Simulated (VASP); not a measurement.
# NbFe2N3 (R-3m) in VASP: a series of runs

The runs below take NbFe2N3 through single point, with PBE.

Program: VASP 6.6.1. These are calculated values, not measurements. Logs are shortened: lines on timing, memory, paths and dates and some standing lists are left out, and cuts for length are marked.

### Step 1. The cell of the first run

Symmetry: R-3m, No. 166, trigonal system. Conventional cell: a = 4.782 Å, b = 4.782 Å, c = 9.835 Å, α = 90.00°, β = 90.00°, γ = 120.00°. Within 2.8 Å of Nb (site symmetry -3m) lie 6 N at 2.14 Å and 6 Fe at 2.78 Å. Within 3.2 Å of Fe (site symmetry 3m) lie 9 N at 2.40 to 2.73 Å and 4 Fe at 2.63 to 2.84 Å and 3 Nb at 2.78 Å. Within 2.8 Å of N (site symmetry 2/m) lie 2 Nb at 2.14 Å and 4 N at 2.39 Å and 6 Fe at 2.40 to 2.73 Å.

The cell was generated, and may not be a known phase.

### Step 2. Single point, PBE, collinear spin, antiferromagnetic start

INCAR

```
SYSTEM = NbFe2N3
PREC     = Accurate       ! precision mode
ENCUT    = 520            ! plane-wave cutoff, eV
EDIFF    = 1E-7           ! SCF threshold, eV
ISMEAR   = 0              ! smearing method
SIGMA    = 0.1            ! smearing width, eV
LREAL    = .False.        ! projectors in reciprocal space
LASPH    = .True.         ! aspherical terms in the spheres
NELM     = 150            ! most SCF steps
ALGO     = Normal         ! electronic algorithm
ISIF     = 2              ! what is computed and relaxed
LWAVE    = .False.        ! write WAVECAR
LCHARG   = .False.        ! write CHGCAR
ISPIN    = 2              ! spin polarisation
MAGMOM   = 0 -4 4 0 0 0   ! initial moments
LORBIT   = 11             ! projections on sites
LMAXMIX  = 4              ! l up to which the mixer works
GGA      = PE             ! functional
NBANDS   = 35             ! bands
```

KPOINTS

```
Automatic mesh
0
Gamma
  6 6 6
  0 0 0
```

POSCAR

```
NbFe2N3
1.0
    2.3909316200      1.3804050100      3.2783974400
   -2.3909316200      1.3804050100      3.2783974400
    0.0000000000     -2.7608100200      3.2783974400
Nb Fe N
1 2 3
Direct
    0.0000000000      0.0000000000      0.0000000000
    0.6338490200      0.6338490200      0.6338490200
    0.3661509800      0.3661509800      0.3661509800
    0.0000000000      0.5000000000      0.0000000000
    0.5000000000      0.0000000000      0.0000000000
    0.0000000000      0.0000000000      0.5000000000
```

Potentials or basis: VASP PAW PBE potentials, release 64 (Nb_sv, Fe, N).

Started as:

```bash
> cat potpaw_PBE.64/Nb_sv/POTCAR potpaw_PBE.64/Fe/POTCAR potpaw_PBE.64/N/POTCAR > POTCAR
> mpirun -np 1 vasp_std > vasp.out
```

OUTCAR:

```text
SYSTEM = NbFe2N3
   PREC = Accurate
   ENCUT = 520
   EDIFF = 1E-7
   ISMEAR = 0
   LREAL = .False.
   LASPH = .True.
   NELM = 150
   ISIF = 2
   ISPIN = 2
   LORBIT = 11
   GGA = PE

 ion  position               nearest neighbor table
   1  0.000  0.000  0.000-   6 2.14   6 2.14   4 2.14   5 2.14   4 2.14   5 2.14   3 2.78   2 2.78
                             3 2.78   2 2.78   3 2.78   2 2.78
   2  0.634  0.634  0.634-   6 2.40   5 2.40   4 2.40   3 2.63   1 2.78   1 2.78   1 2.78   3 2.84
                             3 2.84   3 2.84
   3  0.366  0.366  0.366-   6 2.40   5 2.40   4 2.40   2 2.63   1 2.78   1 2.78   1 2.78   2 2.84
                             2 2.84   2 2.84
   4  0.000  0.500  0.000-   1 2.14   1 2.14   3 2.40   2 2.40
   5  0.500  0.000  0.000-   1 2.14   1 2.14   3 2.40   2 2.40
   6  0.000  0.000  0.500-   1 2.14   1 2.14   3 2.40   2 2.40

  LATTYP: Found a trigonal (rhomboedric) cell.
 ALAT       =     4.2860193394
 COS(alpha) =     0.3776193897

  Lattice vectors:

 A1 = (   2.3909316200,   1.3804050100,   3.2783974400)
 A2 = (  -2.3909316200,   1.3804050100,   3.2783974400)
 A3 = (   0.0000000000,  -2.7608100200,   3.2783974400)

Analysis of symmetry for initial positions (statically):
=====================================================================
 Subroutine PRICEL returns:
 Original cell was already a primitive cell.

 Routine SETGRP: Setting up the symmetry group for a
 trigonal (rhombohedral) supercell.

 Subroutine GETGRP returns: Found 12 space group operations
 (whereof 12 operations were pure point group operations)
 out of a pool of 12 trial point group operations.

The static configuration has the point symmetry D_3d.

Analysis of symmetry for dynamics (positions and initial velocities):
=====================================================================
 Subroutine PRICEL returns:
 Original cell was already a primitive cell.

 Routine SETGRP: Setting up the symmetry group for a
 trigonal (rhombohedral) supercell.

 Subroutine GETGRP returns: Found 12 space group operations
 (whereof 12 operations were pure point group operations)
 out of a pool of 12 trial point group operations.

The dynamic configuration has the point symmetry D_3d.

Analysis of structural, dynamic, and magnetic symmetry:
=====================================================================
 Subroutine PRICEL returns:
 Original cell was already a primitive cell.

 Routine SETGRP: Setting up the symmetry group for a
 trigonal (rhombohedral) supercell.

 Subroutine GETGRP returns: Found 12 space group operations
 (whereof 12 operations were pure point group operations)
 out of a pool of 12 trial point group operations.

The overall configuration has the point symmetry D_3d.

 Subroutine INISYM returns: Found 12 space group operations
 (whereof 12 operations are pure point group operations),
 and found     1 'primitive' translations

----------------------------------------------------------------------------------------

                                     Primitive cell

  volume of cell :      64.9212

  direct lattice vectors                    reciprocal lattice vectors
     2.390931620  1.380405010  3.278397440     0.209123505  0.120737512  0.101675694
    -2.390931620  1.380405010  3.278397440    -0.209123505  0.120737512  0.101675694
     0.000000000 -2.760810020  3.278397440     0.000000000 -0.241475024  0.101675694

  length of vectors
     4.286019339  4.286019339  4.286019335     0.262007889  0.262007889  0.262007889

  position of ions in fractional coordinates (direct lattice)
     0.000000000  0.000000000  0.000000000
     0.633849020  0.633849020  0.633849020
     0.366150980  0.366150980  0.366150980
     1.000000000  0.500000000  1.000000000
     0.500000000  1.000000000  1.000000000
     1.000000000  1.000000000  0.500000000

  ion indices of the primitive-cell ions
   primitive index   ion index
                 1           1
                 2           2
                 3           3
                 4           4
                 5           5
                 6           6

----------------------------------------------------------------------------------------

 KPOINTS: Automatic mesh

Automatic generation of k-mesh.
 Grid dimensions read from file:
[... 48 lines left out ...]
   number of dos      NEDOS =    301   number of ions     NIONS =      6
   total plane-waves  NPLWV =  32768
   dimension x,y,z NGX =    32 NGY =   32 NGZ =   32
   dimension x,y,z NGXF=    64 NGYF=   64 NGZF=   64
   ions per type =               1   2   3
   NGX,Y,Z   is equivalent  to a cutoff of  12.41, 12.41, 12.41 a.u.
   NGXF,Y,Z  is equivalent  to a cutoff of  24.82, 24.82, 24.82 a.u.
 SYSTEM =  NbFe2N3
   PREC   = accura    normal or accurate (medium, high low for compatibility)
   ISTART =      0    job   : 0-new  1-cont  2-samecut
   ICHARG =      2    charge: 1-file 2-atom 10-const
   ISPIN  =      2    spin polarized calculation?
   LNONCOLLINEAR =      F non collinear calculations
   LSORBIT =      F    spin-orbit coupling
   LASPH  =      T    aspherical Exc in radial PAW
   ENCUT  =  520.0 eV  38.22 Ry    6.18 a.u.   7.97  7.97  7.97*2*pi/ulx,y,z
   NELM   =    150;   NELMIN=  2; NELMDL= -5     # of ELM steps
   EDIFF  = 0.1E-06   stopping-criterion for ELM
   LREAL  =      F    real-space projection
   EDIFFG = 0.1E-05   stopping-criterion for IOM
   NSW    =      0    number of steps for IOM
   IBRION =     -1    ionic relax: 0-MD 1-quasi-New 2-CG
   NFREE  =      0    steps in history (QN), initial steepest desc. (CG)
   ISIF   =      2    stress and relaxation
   ISYM   =      2    0-nonsym 1-usesym 2-fastsym
   POTIM  = 0.5000    time-step for ionic-motion
   TEBEG  =    0.0;   TEEND  =   0.0 temperature during run
   PSTRESS=    0.0 pullay stress
   NELECT =      44.0000    total number of electrons
   NUPDOWN=      -1.0000    fix difference up-down
   EMIN   =  10.00;   EMAX   =-10.00  energy-range for DOS
   EFERMI =   0.00;   METHOD = LEGACY
   ISMEAR =     0;   SIGMA  =   0.10  broadening in eV -4-tet -1-fermi 0-gaus
   EFERMI_NEDOS =   21; number of points for ismear=-14 and -15
   IALGO  =     38    algorithm
   IMIX   =      4    mixing-type and parameters
     AMIX     =   0.40;   BMIX     =  1.00
     AMIX_MAG =   1.60;   BMIX_MAG =  1.00
  volume/ion in A,a.u.               =      10.82        73.02
  Fermi-wavevector in a.u.,A,eV,Ry     =   1.438015  2.717455 28.135329  2.067888
  Thomas-Fermi vector in A             =   2.557029
   LORBIT       =     11    0 simple, 1 ext, 2 COOP (PROOUT), +10 PAW based schemes
   GGA     = PE    functional components
   LHFCALC =     F    Hartree Fock is set to
   AEXX    =    0.0000 exact exchange contribution
   IVDW    =     0    specifies the selected vdW correction
   LEPSILON=     F    determine dielectric tensor
   LRPA    =     F    only Hartree local field effects (RPA)
 spin polarized calculation
 Gauss-broadening in eV      SIGMA  =   0.10
  energy-cutoff  :      520.00
  volume of cell :       64.92
 maximum number of plane-waves:      1761
   NGX = 15   NGY = 15   NGZ = 15

 number of electron      44.0000006 magnetization       0.0000000

 number of electron      44.0000006 magnetization      -0.0000000

 Free energy of the ion-electron system (eV)
  ---------------------------------------------------
  ext. energy  EPLUGINS =         0.00000000
  ---------------------------------------------------
  free energy    TOTEN  =       -46.26922678 eV

  energy without entropy =      -46.22602852  energy(sigma->0) =      -46.24762765

 E-fermi :   7.4554     XC(G=0): -12.4383

 val. band max:        7.4464338318   @ k =  -0.3333   0.3333   0.1667
 cond. band min:       7.4564441363   @ k =   0.5000   0.3333   0.1667
 fundamental gap:      0.0100103046
 Fermi energy:         7.4553683807

 spin component 1

 k-point     1 :       0.0000    0.0000    0.0000
  band No.  band energies     occupation
      1     -47.6979      1.00000
      2     -23.8731      1.00000
      3     -23.8731      1.00000
      4     -23.8079      1.00000
      5      -8.8972      1.00000
      6      -5.9650      1.00000
[... 877 lines left out ...]
     33      14.1058      0.00000
     34      15.4275      0.00000

 [... further k-points ...]

 spin component 2

 k-point     1 :       0.0000    0.0000    0.0000
  band No.  band energies     occupation
      1     -47.6979      1.00000
      2     -23.8731      1.00000
      3     -23.8731      1.00000
      4     -23.8079      1.00000
      5      -8.8972      1.00000
      6      -5.9650      1.00000
[... 877 lines left out ...]
     33      14.1058      0.00000
     34      15.4275      0.00000

 [... further k-points ...]

 [bands above 34 left out]

------------------------ aborting loop because EDIFF is reached ----------------------------------------

  FORCE on cell =-STRESS in cart. coord.  units (eV):
  Direction    XX          YY          ZZ          XY          YZ          ZX
  --------------------------------------------------------------------------------------
  -------------------------------------------------------------------------------------
  Total        2.9165772      2.9165772    -13.4841446      0.0000000      0.0000000     -0.0000000
  in kB       71.9776267     71.9776263   -332.7725141      0.0000000      0.0000000     -0.0000000
  external PRESSURE =     -62.9390870 kB  Pullay stress =       0.0000000 kB

 VOLUME and BASIS-vectors are now :
 -----------------------------------------------------------------------------
  energy-cutoff  :      520.00
  volume of cell :       64.92
      direct lattice vectors                 reciprocal lattice vectors
     2.390931620  1.380405010  3.278397440     0.209123505  0.120737512  0.101675694
    -2.390931620  1.380405010  3.278397440    -0.209123505  0.120737512  0.101675694
     0.000000000 -2.760810020  3.278397440     0.000000000 -0.241475024  0.101675694

 POSITION                                       TOTAL-FORCE (eV/Angst)
 -----------------------------------------------------------------------------------
      0.00000      0.00000      0.00000        -0.000000     -0.000000      0.000000
      0.00000      0.00000      6.23403        -0.000000      0.000000      0.741825
      0.00000      0.00000      3.60117        -0.000000     -0.000000     -0.741825
     -1.19547      0.69020      1.63920         0.000000     -0.000000      0.000000
      1.19547      0.69020      1.63920        -0.000000     -0.000000     -0.000000
      0.00000     -1.38041      1.63920         0.000000     -0.000000     -0.000000
 -----------------------------------------------------------------------------------
    total drift:                                0.000000     -0.000000     -0.000000

  FREE ENERGIE OF THE ION-ELECTRON SYSTEM (eV)
  ---------------------------------------------------
  free  energy   TOTEN  =       -46.2692267771 eV

  energy  without entropy=      -46.2260285186  energy(sigma->0) =      -46.24762765

 total charge

# of ion       s       p       d       tot
------------------------------------------
    1        2.184   6.094   2.336  10.613
    2        0.342   0.296   6.183   6.821
    3        0.342   0.296   6.183   6.821
    4        1.326   2.211   0.000   3.536
    5        1.326   2.211   0.000   3.536
    6        1.326   2.211   0.000   3.536
--------------------------------------------------
tot          6.844  13.316  14.703  34.863

 magnetization (x)

# of ion       s       p       d       tot
------------------------------------------
    1        0.000   0.000   0.000   0.000
    2       -0.030  -0.014  -2.723  -2.767
    3        0.030   0.014   2.723   2.767
    4        0.000   0.000   0.000   0.000
    5        0.000   0.000   0.000   0.000
    6        0.000   0.000   0.000   0.000
--------------------------------------------------
tot          0.000   0.000   0.000   0.000
```

Wall time 100 s (1 thread of AMD EPYC 9R45 (Zen 5), shared host); peak memory 0.25 GiB.

What came out:

| Property | Result |
| --- | --- |
| Free energy | -46.2692 eV |
| Pressure | -6.3 GPa |
| Largest force | 0.742 eV/Å |
| Band gap on the k mesh | zero (filled and empty bands overlap) |
| Net moment | 0.00 μB per cell |
| Site moments | Nb +0.00; Fe -2.77, +2.77; N +0.00 μB |
| Valence electrons inside the program's atomic spheres | Nb 10.61; Fe 6.82; N 3.54 |

Forces on the atoms (eV/Å):
```
Nb   0.000  0.000  0.000
Fe   0.000  0.000  0.742
Fe   0.000  0.000 -0.742
N    0.000  0.000  0.000
N    0.000  0.000  0.000
N    0.000  0.000  0.000
```

Levels at points of the mesh, in eV from the Fermi level:
Spin up:
```csv
k point,band 20,band 21,band 22,band 23,band 24,band 25
"(0.00, 0.00, 0.00)",-0.72,-0.72,0.41,0.41,0.44,0.56
"(0.50, 0.00, 0.00)",-1.17,-0.84,-0.02,0.19,0.40,1.04
"(0.50, 0.50, 0.00)",-1.43,-0.38,-0.08,0.08,0.84,0.85
"(0.50, 0.50, 0.50)",-0.13,-0.13,0.13,0.13,0.78,1.84
```
Spin down:
```tsv
k point	band 19	band 20	band 21	band 22	band 23	band 24	band 25	band 26
(0.00, 0.00, 0.00)	-1.32	-0.72	-0.72	0.41	0.41	0.44	0.56	1.28
(0.50, 0.00, 0.00)	-1.50	-1.17	-0.84	-0.02	0.19	0.40	1.04	1.22
(0.50, 0.50, 0.00)	-1.67	-1.43	-0.38	-0.08	0.08	0.84	0.85	1.52
(0.50, 0.50, 0.50)	-0.82	-0.13	-0.13	0.13	0.13	0.78	1.84	1.84
```

Caveat: the stress differs along the axes, from -33 to 7 GPa; the antiferromagnetic order is the one typed at the start, and another may lie lower. With open d or f shells a metallic result of PBE can be an artefact of self-interaction; +U or a hybrid may open a gap.

### Step 3. Single point, PBE, collinear spin, antiferromagnetic start

This run uses another cell than the first one, of 12.56 Å³/atom.

INCAR

```
ALGO = Normal
EDIFF = 1E-6
ENCUT = 520
GGA = PE
ISIF = 2
ISMEAR = 0
ISPIN = 2
LASPH = True
LCHARG = True
LELF = True
LMAXMIX = 4
LORBIT = 11
LREAL = False
LVHAR = True
LWAVE = False
MAGMOM = 0 -4 4 0 0 0
NBANDS = 35
NELM = 150
PREC = Accurate
SIGMA = 0.1
```

KPOINTS

```
k-points
0
Gamma
  6 6 6
```

POSCAR

```
NbFe2N3
1.0
    2.8064549118      1.6203074988      2.7610632339
   -2.8064549118      1.6203074988      2.7610632339
    0.0000000000     -3.2406149976      2.7610632339
Nb Fe N
1 2 3
Direct
   -0.0000003349     -0.0000003349     -0.0000003349
    0.7035099990      0.7035099990      0.7035099990
    0.2964893610      0.2964893610      0.2964893610
    0.0000002867      0.5000004015      0.0000002867
    0.5000004015      0.0000002867      0.0000002867
    0.0000002867      0.0000002867      0.5000004015
```

Potentials or basis: VASP PAW PBE potentials, release 64 (Nb_sv, Fe, N).

Started as:

```bash
> cat potpaw_PBE.64/Nb_sv/POTCAR potpaw_PBE.64/Fe/POTCAR potpaw_PBE.64/N/POTCAR > POTCAR
> mpirun -np 1 vasp_std > vasp.out
```

Wall time 95 s (1 thread of AMD EPYC 9R45 (Zen 5), shared host); peak memory 0.25 GiB.

It converged, with:

* Free energy: -50.4187 eV
* Pressure: 0.1 GPa
* Largest force: 0.057 eV/Å
* Band gap on the k mesh: 0.27 eV (least direct gap 0.55 eV)
* Net moment: 0.00 μB per cell
* Site moments: Nb +0.00; Fe -2.89, +2.89; N +0.00 μB
* Valence electrons inside the program's atomic spheres: Nb 10.54; Fe 7.09; N 3.69

Forces on the atoms (eV/Å):
```
Nb   0.000  0.000  0.000
Fe   0.000  0.000 -0.057
Fe   0.000  0.000  0.057
N    0.000  0.000  0.000
N    0.000  0.000  0.000
N    0.000  0.000  0.000
```

Stress tensor (GPa, compression positive):
```
 0.18  0.00  0.00
 0.00  0.18  0.00
 0.00  0.00 -0.03
```

Levels at points of the mesh, in eV from the valence-band top:
Spin up:
```
           k point  band 20  band 21  band 22  band 23  band 24  band 25
(0.00, 0.00, 0.00)    -1.18    -0.79    -0.63     0.30     0.30     0.50
(0.50, 0.00, 0.00)    -0.94    -0.72    -0.23     0.64     0.77     1.07
(0.50, 0.50, 0.00)    -1.43    -0.40    -0.05     0.54     0.74     1.04
(0.50, 0.50, 0.50)    -0.58    -0.32    -0.08     0.47     0.47     1.59
```
Spin down:
```tsv
k point	band 20	band 21	band 22	band 23	band 24	band 25
(0.00, 0.00, 0.00)	-1.18	-0.79	-0.63	0.30	0.30	0.50
(0.50, 0.00, 0.00)	-0.94	-0.72	-0.23	0.64	0.77	1.07
(0.50, 0.50, 0.00)	-1.43	-0.40	-0.05	0.54	0.74	1.04
(0.50, 0.50, 0.50)	-0.58	-0.32	-0.08	0.47	0.47	1.59
```

Caveat: the antiferromagnetic order is the one typed at the start, and another may lie lower. A k mesh can miss the band edges.
